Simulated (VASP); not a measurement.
# AlCu3 (Pmmn) in VASP: further runs, part 2 of 2

VASP 6.6.1.

## Step 3: Single point, PBEsol

This run uses another cell than the first one, of 10.38 Å³/atom.

The input, INCAR:

```
SYSTEM = AlCu3
ALGO = Fast ; EDIFF = 1E-6
ENCUT = 520 ; GGA = PS
ISIF = 2 ; ISMEAR = 0
LASPH = .TRUE. ; LCHARG = .TRUE.
LELF = .TRUE. ; LREAL = .FALSE.
LVHAR = .TRUE. ; LWAVE = .FALSE.
NBANDS = 46 ; NELM = 80
PREC = Accurate ; SIGMA = 0.1
```

The input, KPOINTS:

```
k-points
0
G
  10 8 8
  0 0 0
```

The input, POSCAR:

```
AlCu3
1.0
    3.9867187061      0.0000000000      0.0000000000
    0.0000000000      4.8819372943      0.0000000000
    0.0000000000      0.0000000000      4.2648741539
Al Cu
2 6
Direct
    0.0000000000      0.0000000000      0.6636861121
    0.5000000000      0.5000000000      0.3363138879
    0.0000000000      0.5000000000      0.6669431772
    0.5000000000      0.0000000000      0.3330568228
    0.0000000000      0.2507768841      0.1637591367
    0.0000000000      0.7492231159      0.1637591367
    0.5000000000      0.2492231159      0.8362408633
    0.5000000000      0.7507768841      0.8362408633
```

Potentials or basis: VASP PAW PBE potentials, release 64 (Al, Cu).

The run is started by

```sh
$ cat potpaw_PBE.64/Al/POTCAR potpaw_PBE.64/Cu/POTCAR > POTCAR
$ mpirun -np 1 vasp_std > vasp.out
```

OUTCAR:

```text
SYSTEM = AlCu3
   EDIFF = 1E-6
   ENCUT = 520
   GGA = PS
   ISIF = 2
   ISMEAR = 0
   LASPH = .TRUE.
   LREAL = .FALSE.
   NELM = 80
   PREC = Accurate

 ion  position               nearest neighbor table
   1  0.000  0.000  0.664-   3 2.44   3 2.44   4 2.44   4 2.44   7 2.45   8 2.45   7 2.45   8 2.45
                             5 2.46   6 2.46   5 2.46   6 2.46
   2  0.500  0.500  0.336-   4 2.44   4 2.44   3 2.44   3 2.44   5 2.45   6 2.45   5 2.45   6 2.45
                             7 2.46   8 2.46   7 2.46   8 2.46
   3  0.000  0.500  0.667-   1 2.44   1 2.44   2 2.44   2 2.44   5 2.44   6 2.44   7 2.45   8 2.45
                             7 2.45   8 2.45   5 2.47   6 2.47
   4  0.500  0.000  0.333-   2 2.44   2 2.44   1 2.44   1 2.44   7 2.44   8 2.44   5 2.45   6 2.45
                             5 2.45   6 2.45   7 2.47   8 2.47
   5  0.000  0.251  0.164-   6 2.43   7 2.43   7 2.43   3 2.44   4 2.45   4 2.45   2 2.45   2 2.45
                             6 2.45   1 2.46   1 2.46   3 2.47
   6  0.000  0.749  0.164-   5 2.43   8 2.43   8 2.43   3 2.44   4 2.45   4 2.45   2 2.45   2 2.45
                             5 2.45   1 2.46   1 2.46   3 2.47
   7  0.500  0.249  0.836-   8 2.43   5 2.43   5 2.43   4 2.44   3 2.45   3 2.45   1 2.45   1 2.45
                             8 2.45   2 2.46   2 2.46   4 2.47
   8  0.500  0.751  0.836-   7 2.43   6 2.43   6 2.43   4 2.44   3 2.45   3 2.45   1 2.45   1 2.45
                             7 2.45   2 2.46   2 2.46   4 2.47

  LATTYP: Found a simple orthorhombic cell.
 ALAT       =     3.9867187061
 B/A-ratio  =     1.0697705227
 C/A-ratio  =     1.2245502264

  Lattice vectors:

 A1 = (  -3.9867187061,   0.0000000000,   0.0000000000)
 A2 = (   0.0000000000,   0.0000000000,   4.2648741539)
 A3 = (   0.0000000000,   4.8819372943,   0.0000000000)

Analysis of symmetry for initial positions (statically):
=====================================================================
 Subroutine PRICEL returns:
 Original cell was already a primitive cell.

 Routine SETGRP: Setting up the symmetry group for a
 simple orthorhombic supercell.

 Subroutine GETGRP returns: Found  8 space group operations
 (whereof  4 operations were pure point group operations)
 out of a pool of  8 trial point group operations.

The static configuration has the point symmetry C_2v.
[... 159 lines left out ...]
 RMM-DIIS sequential band-by-band and
 Gauss-broadening in eV      SIGMA  =   0.10
  energy-cutoff  :      520.00
  volume of cell :       83.01
 maximum number of plane-waves:      2268
 NGX is ok and might be reduce to    30
   NGX = 15   NGY = 19   NGZ = 15

 number of electron      71.9999969 magnetization

 Free energy of the ion-electron system (eV)
  ---------------------------------------------------
  ext. energy  EPLUGINS =         0.00000000
  ---------------------------------------------------
  free energy    TOTEN  =       -34.57229361 eV

  energy without entropy =      -34.56120120  energy(sigma->0) =      -34.56674741

 E-fermi :  10.5774     XC(G=0): -13.2896

 val. band max:       10.5663796311   @ k =   0.4000   0.0000   0.0000
 cond. band min:      10.5828487008   @ k =   0.2000   0.5000   0.5000
 fundamental gap:      0.0164690698
 Fermi energy:        10.5774435443

 k-point     1 :       0.0000    0.0000    0.0000
  band No.  band energies     occupation
      1      -1.2908      2.00000
      2       3.4047      2.00000
      3       3.8420      2.00000
      4       4.5251      2.00000
      5       4.8560      2.00000
      6       4.9219      2.00000
[... 1165 lines left out ...]
     45      19.4168      0.00000
     46      19.4169      0.00000

 [... further k-points ...]

------------------------ aborting loop because EDIFF is reached ----------------------------------------

  FORCE on cell =-STRESS in cart. coord.  units (eV):
  Direction    XX          YY          ZZ          XY          YZ          ZX
  --------------------------------------------------------------------------------------
  -------------------------------------------------------------------------------------
  Total       15.7632715     15.7676318     15.7107144      0.0000000      0.0000000      0.0000000
  in kB      304.2586450    304.3428055    303.2442006      0.0000000      0.0000000      0.0000000
  external PRESSURE =     303.9485504 kB  Pullay stress =       0.0000000 kB

 VOLUME and BASIS-vectors are now :
 -----------------------------------------------------------------------------
  energy-cutoff  :      520.00
  volume of cell :       83.01
      direct lattice vectors                 reciprocal lattice vectors
     3.986718706  0.000000000  0.000000000     0.250832846  0.000000000  0.000000000
     0.000000000  4.881937294  0.000000000     0.000000000  0.204836715  0.000000000
     0.000000000  0.000000000  4.264874154     0.000000000  0.000000000  0.234473507

 POSITION                                       TOTAL-FORCE (eV/Angst)
 -----------------------------------------------------------------------------------
      0.00000      0.00000      2.83054         0.000000     -0.000000      0.003975
      1.99336      2.44097      1.43434         0.000000     -0.000000     -0.003975
      0.00000      2.44097      2.84443         0.000000     -0.000000      0.000155
      1.99336      0.00000      1.42045         0.000000     -0.000000     -0.000155
      0.00000      1.22428      0.69841        -0.000000     -0.005868     -0.000221
      0.00000      3.65766      0.69841        -0.000000      0.005868     -0.000221
      1.99336      1.21669      3.56646         0.000000      0.005868      0.000221
      1.99336      3.66525      3.56646         0.000000     -0.005868      0.000221
 -----------------------------------------------------------------------------------
    total drift:                                0.000000      0.000000      0.000000

  FREE ENERGIE OF THE ION-ELECTRON SYSTEM (eV)
  ---------------------------------------------------
  free  energy   TOTEN  =       -34.5722936120 eV

  energy  without entropy=      -34.5612011996  energy(sigma->0) =      -34.56674741
```

Wall time 17 min (1 thread of Intel Xeon 8259CL, shared host); peak memory 0.49 GiB.

What came out:

```
Free energy            : -34.5723 eV
Pressure               : 30.4 GPa
Largest force          : 0.006 eV/Å
Band gap on the k mesh : zero (bands 36 and 37 overlap by 4.44 eV)
```

Forces on the atoms (eV/Å):
```
Al   0.000  0.000  0.004
Al   0.000  0.000 -0.004
Cu   0.000  0.000  0.000
Cu   0.000  0.000  0.000
Cu   0.000 -0.006  0.000
Cu   0.000  0.006  0.000
Cu   0.000  0.006  0.000
Cu   0.000 -0.006  0.000
```

Levels at points of the mesh, in eV from the Fermi level:
```csv
k point,band 33,band 34,band 35,band 36,band 37,band 38,band 39,band 40
"(0.00, 0.00, 0.00)",-2.45,-1.86,-1.29,-0.26,2.19,3.70,3.95,4.32
"(0.50, 0.00, 0.00)",-1.54,-1.54,-0.89,-0.89,-0.59,-0.59,3.13,3.13
"(0.00, 0.50, 0.00)",-0.32,-0.32,0.26,0.26,1.01,1.01,2.69,2.69
"(0.50, 0.50, 0.00)",-2.59,-2.59,0.88,0.88,1.24,1.24,3.58,3.58
"(0.00, 0.00, 0.50)",-1.83,-1.44,-0.47,0.15,0.53,1.17,2.29,3.43
"(0.50, 0.00, 0.50)",-2.52,-2.52,-1.49,-1.49,-1.17,-1.17,3.10,3.10
"(0.00, 0.50, 0.50)",-2.52,-2.52,2.25,2.25,2.80,2.80,2.90,2.90
"(0.50, 0.50, 0.50)",-2.54,-2.54,-2.20,-2.20,-2.08,-2.08,7.38,7.38
```

Caveat: the cell stands under pressure; the PAW data sets were made with another functional, which shifts forces and pressure a little.

## Step 4: Single point, PBEsol (biaxial strain in the a-b plane: +4.0 %)

The input, INCAR:

```
ALGO = Fast
EDIFF = 1E-7
ENCUT = 520
GGA = PS
ISIF = 2
ISMEAR = 0
LASPH = True
LCHARG = True
LELF = True
LREAL = False
LVHAR = True
LWAVE = False
NBANDS = 46
NELM = 100
PREC = Accurate
SIGMA = 0.1
```

The input, KPOINTS:

```
k-points
0
Gamma
  8 8 8
```

The input, POSCAR:

```
AlCu3
1.0
    4.3426664598      0.0000000000      0.0000000000
    0.0000000000      5.3230540029      0.0000000000
    0.0000000000      0.0000000000      4.3653749016
Al Cu
2 6
Direct
    0.0000000000      0.0000000000      0.6724555397
    0.5000000000      0.5000000000      0.3275444603
    0.0000000000      0.5000000000      0.6752557969
    0.5000000000      0.0000000000      0.3247442031
    0.0000000000      0.2509560592      0.1713945963
    0.0000000000      0.7490439408      0.1713945963
    0.5000000000      0.2490439408      0.8286054037
    0.5000000000      0.7509560592      0.8286054037
```

The run is started by

```sh
$ cat potpaw_PBE.64/Al/POTCAR potpaw_PBE.64/Cu/POTCAR > POTCAR
$ mpirun -np 1 vasp_std > vasp.out
```

It took 8.8 min on 1 thread of Intel Xeon Platinum 8488C (Sapphire Rapids), shared host; peak memory 0.5 GiB.

The run converged. Its results:

```
Free energy            : -35.4639 eV
Pressure               : -6.9 GPa
Largest force          : 0.064 eV/Å
Band gap on the k mesh : zero (bands 36 and 37 overlap by 3.97 eV)
```

Forces in eV/Å, atoms in the order of the input:
```
Al   0.000  0.000  0.064
Al   0.000  0.000 -0.064
Cu   0.000  0.000  0.041
Cu   0.000  0.000 -0.041
Cu   0.000 -0.003  0.047
Cu   0.000  0.003  0.047
Cu   0.000  0.003 -0.047
Cu   0.000 -0.003 -0.047
```

Stress tensor (GPa, compression positive):
```
-10.39   0.00   0.00
  0.00  -7.72   0.00
  0.00   0.00  -2.61
```

Levels at points of the mesh, in eV from the Fermi level:
```
           k point  band 34  band 35  band 36  band 37  band 38  band 39
(0.00, 0.00, 0.00)    -1.48    -1.40     0.15     1.16     3.38     3.61
(0.50, 0.00, 0.00)    -1.02    -0.77    -0.77    -0.67    -0.67     2.84
(0.00, 0.50, 0.00)     0.05     0.13     0.13     1.18     1.18     1.61
(0.50, 0.50, 0.00)    -2.27     1.30     1.30     1.38     1.38     3.29
(0.00, 0.00, 0.50)    -1.36    -0.59    -0.25     0.61     0.95     1.41
(0.50, 0.00, 0.50)    -2.20    -1.38    -1.38    -1.09    -1.09     2.29
(0.00, 0.50, 0.50)    -2.17     2.04     2.04     2.06     2.06     2.34
(0.50, 0.50, 0.50)    -2.20    -1.97    -1.97    -1.93    -1.93     6.28
```

Caveat: the cell differs from its parent crystal (biaxial strain in the a-b plane: +4.0 %); the stress differs along the axes, from -10 to -3 GPa; the PAW data sets were made with another functional, which shifts forces and pressure a little.

## Step 5: Single point, PBEsol (biaxial strain in the a-b plane: -2.0 %)

The input, INCAR:

```
SYSTEM = AlCu3
ALGO = Fast ; EDIFF = 1E-6
ENCUT = 520 ; GGA = PS
ISIF = 2 ; ISMEAR = 0
LASPH = .TRUE. ; LCHARG = .FALSE.
LREAL = .FALSE. ; LWAVE = .FALSE.
NBANDS = 46 ; NELM = 60
PREC = Accurate ; SIGMA = 0.1
```

The input, KPOINTS:

```
k-points
0
G
  8 8 8
  0 0 0
```

The input, POSCAR:

```
AlCu3
1.0
    4.0921280102      0.0000000000      0.0000000000
    0.0000000000      5.0159547335      0.0000000000
    0.0000000000      0.0000000000      4.5263928283
Al Cu
2 6
Direct
    0.0000000000      0.0000000000      0.6642284157
    0.5000000000      0.5000000000      0.3357715843
    0.0000000000      0.5000000000      0.6680840754
    0.5000000000      0.0000000000      0.3319159246
    0.0000000000      0.2510188889      0.1639074270
    0.0000000000      0.7489811111      0.1639074270
    0.5000000000      0.2489811111      0.8360925730
    0.5000000000      0.7510188889      0.8360925730
```

The run is started by

```sh
$ cat potpaw_PBE.64/Al/POTCAR potpaw_PBE.64/Cu/POTCAR > POTCAR
$ mpirun -np 1 vasp_std > vasp.out
```

Wall time 8.2 min (1 thread of Oxide Virtual Turin-like, shared host); peak memory 0.45 GiB.

The run converged. Its results:

- Free energy: -35.5698 eV
- Pressure: 5.5 GPa
- Largest force: 0.102 eV/Å
- Band gap on the k mesh: zero (bands 36 and 37 overlap by 4.26 eV)

Forces in eV/Å, atoms in the order of the input:
```
Al   0.000  0.000 -0.102
Al   0.000  0.000  0.102
Cu   0.000  0.000 -0.098
Cu   0.000  0.000  0.098
Cu   0.000 -0.001 -0.088
Cu   0.000  0.001 -0.088
Cu   0.000  0.001  0.088
Cu   0.000 -0.001  0.088
```

Stress tensor (GPa, compression positive):
```
7.74 0.00 0.00
0.00 6.90 0.00
0.00 0.00 1.79
```

Levels at points of the mesh, in eV from the Fermi level:
```
           k point  band 33  band 34  band 35  band 36  band 37  band 38  band 39  band 40
(0.00, 0.00, 0.00)    -2.25    -1.80    -1.19    -0.51     1.97     3.18     3.59     3.95
(0.50, 0.00, 0.00)    -1.47    -1.47    -0.75    -0.75    -0.53    -0.53     2.39     2.39
(0.00, 0.50, 0.00)    -0.44    -0.44     0.44     0.44     0.54     0.54     2.49     2.49
(0.50, 0.50, 0.00)    -2.37    -2.37     0.80     0.80     0.95     0.95     3.00     3.00
(0.00, 0.00, 0.50)    -1.64    -1.31    -0.48     0.12     0.62     1.07     2.10     3.19
(0.50, 0.00, 0.50)    -2.33    -2.33    -1.25    -1.25    -0.90    -0.90     2.85     2.85
(0.00, 0.50, 0.50)    -2.36    -2.36     2.29     2.29     2.72     2.72     2.73     2.73
(0.50, 0.50, 0.50)    -2.36    -2.36    -2.05    -2.05    -1.92    -1.92     7.08     7.08
```

Caveat: the cell differs from its parent crystal (biaxial strain in the a-b plane: -2.0 %); the stress differs along the axes, from 2 to 8 GPa; the PAW data sets were made with another functional, which shifts forces and pressure a little.

## Step 6: Single point, PBEsol (biaxial strain in the a-b plane: -2.0 %, then relaxed in part)

The input, INCAR:

```
SYSTEM = AlCu3
PREC     = Accurate       ! precision mode
ENCUT    = 520            ! plane-wave cutoff, eV
EDIFF    = 1E-6           ! SCF threshold, eV
ISMEAR   = 0              ! smearing method
SIGMA    = 0.1            ! smearing width, eV
LREAL    = .False.        ! projectors in reciprocal space
LASPH    = .True.         ! aspherical terms in the spheres
NELM     = 80             ! most SCF steps
ALGO     = Fast           ! electronic algorithm
ISIF     = 2              ! what is computed and relaxed
LWAVE    = .False.        ! write WAVECAR
LCHARG   = .False.        ! write CHGCAR
GGA      = PS             ! functional
NBANDS   = 46             ! bands
```

The input, KPOINTS:

```
regular mesh
0
Gamma
  8 8 8
  0 0 0
```

The input, POSCAR:

```
AlCu3
1.0
    4.0921280102      0.0000000000      0.0000000000
    0.0000000000      5.0159547335      0.0000000000
    0.0000000000      0.0000000000      4.5613347519
Al Cu
2 6
Direct
    0.0000000000      0.0000000000      0.6586427730
    0.5000000000      0.5000000000      0.3413572270
    0.0000000000      0.5000000000      0.6625345192
    0.5000000000      0.0000000000      0.3374654808
    0.0000000000      0.2512499671      0.1584326322
    0.0000000000      0.7487500329      0.1584326322
    0.5000000000      0.2487500329      0.8415673678
    0.5000000000      0.7512499671      0.8415673678
```

Potentials or basis: VASP PAW PBE potentials, release 64 (Al, Cu).

The run is started by

```sh
$ cat potpaw_PBE.64/Al/POTCAR potpaw_PBE.64/Cu/POTCAR > POTCAR
$ mpirun -np 1 vasp_std > vasp.out
```

Wall time 13 min (1 thread of Oxide Virtual Turin-like, shared host); peak memory 0.45 GiB.

It converged, with:

* Free energy: -35.5850 eV
* Pressure: 4.1 GPa
* Largest force: 0.004 eV/Å
* Band gap on the k mesh: zero (bands 36 and 37 overlap by 4.24 eV)

Forces on the atoms (eV/Å):
```
Al   0.000  0.000  0.001
Al   0.000  0.000 -0.001
Cu   0.000  0.000  0.000
Cu   0.000  0.000  0.000
Cu   0.000 -0.004 -0.001
Cu   0.000  0.004 -0.001
Cu   0.000  0.004  0.001
Cu   0.000 -0.004  0.001
```

Stress tensor (GPa, compression positive):
```
6.76 0.00 0.00
0.00 5.00 0.00
0.00 0.00 0.63
```

Levels at points of the mesh, in eV from the Fermi level:
```csv
k point,band 33,band 34,band 35,band 36,band 37,band 38,band 39,band 40
"(0.00, 0.00, 0.00)",-2.20,-1.72,-1.17,-0.64,1.98,3.11,3.60,3.95
"(0.50, 0.00, 0.00)",-1.59,-1.59,-0.72,-0.72,-0.49,-0.49,2.37,2.37
"(0.00, 0.50, 0.00)",-0.50,-0.50,0.46,0.46,0.47,0.47,2.51,2.51
"(0.50, 0.50, 0.00)",-2.37,-2.37,0.73,0.73,0.89,0.89,2.97,2.97
"(0.00, 0.00, 0.50)",-1.67,-1.32,-0.45,0.18,0.66,1.09,2.10,3.25
"(0.50, 0.00, 0.50)",-2.31,-2.31,-1.17,-1.17,-0.81,-0.81,2.80,2.80
"(0.00, 0.50, 0.50)",-2.36,-2.36,2.29,2.29,2.73,2.73,2.74,2.74
"(0.50, 0.50, 0.50)",-2.37,-2.37,-2.02,-2.02,-1.90,-1.90,7.04,7.04
```

Caveat: the cell differs from its parent crystal (biaxial strain in the a-b plane: -2.0 %, then relaxed in part); the stress differs along the axes, from 1 to 7 GPa; the PAW data sets were made with another functional, which shifts forces and pressure a little.

## Step 7: Summary

```csv
cell,k mesh,further INCAR settings,gap on the mesh (eV),pressure (GPa),largest force (eV/Å)
"a = 4.203, b = 5.155, c = 4.504 Å, 8 atoms, atomic positions A",8 × 8 × 8,ALGO = Fast; EDIFF = 1e-06; NBANDS = 46,none,-2.5,-
"a = 3.987, b = 4.882, c = 4.265 Å, 8 atoms, atomic positions B",10 × 8 × 8,ALGO = Fast; EDIFF = 1e-06; NBANDS = 46,none,30.4,0.01
"a = 4.343, b = 5.323, c = 4.365 Å, 8 atoms, atomic positions C",8 × 8 × 8,ALGO = Fast; EDIFF = 1e-07; NBANDS = 46,none,-6.9,0.06
"a = 4.092, b = 5.016, c = 4.526 Å, 8 atoms, atomic positions D",8 × 8 × 8,ALGO = Fast; EDIFF = 1e-06; NBANDS = 46,none,5.5,0.10
"a = 4.092, b = 5.016, c = 4.561 Å, 8 atoms, atomic positions E",8 × 8 × 8,ALGO = Fast; EDIFF = 1e-06; NBANDS = 46,none,4.1,-
```

Alike in all rows: task single point; level PBEsol; potentials or basis VASP PAW PBE potentials, release 64 (Al, Cu); no spin polarisation; cutoff (eV) 520; smearing gaussian 0.1 eV.

Caveats: the PAW data sets were made with another functional, which shifts forces and pressure a little; the cell stands under pressure (at least some runs); the stress differs along the axes, from -10 to -3 GPa (at least some runs); the stress differs along the axes, from 2 to 8 GPa (at least some runs); the stress differs along the axes, from 1 to 7 GPa (at least some runs).

Absolute energies hang on the potentials; compare differences alone.

The gap in the log of VASP goes by the Fermi energy; the results here count the filled bands.